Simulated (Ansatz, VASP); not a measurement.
# One calculation of SiC, two programs

```
Si C
1.0
     0.00000    2.01716    2.01716
     2.01716    0.00000    2.01716
     2.01716    2.01716    0.00000
Si C
1 1
Direct
  0.00000 0.00000 0.00000
  0.50000 0.50000 0.50000
```

Alike in both runs: functional PBEsol; k mesh 18 × 18 × 18; occupations gaussian, width 0.1 eV; no spin polarisation.

Ansatz relaxed the structure, and its values are those at the end. VASP's run is a single point on that final structure, the one shown.

```csv
,VASP,Ansatz
version,VASP 6.6.1,Ansatz 0.2.0
potentials or method,"VASP PAW PBE potentials, release 64 (Si, C), cutoff 520 eV","scalar-relativistic, plane waves, PAW"
valence electrons in the cell,8,8
```

Ansatz gave:

* gap on the k mesh at the Fermi level (eV): none
* pressure (GPa): 0.0

Q: What did VASP give for the same quantities?

A: gap on the k mesh at the Fermi level (eV): none; pressure (GPa): 0.6.

VASP's potentials were made for PBE, not for PBEsol. A gap of «none» marks a metal or a gap that the smearing closes. With one functional, cell and mesh, what is left measures potentials, basis and numerics.
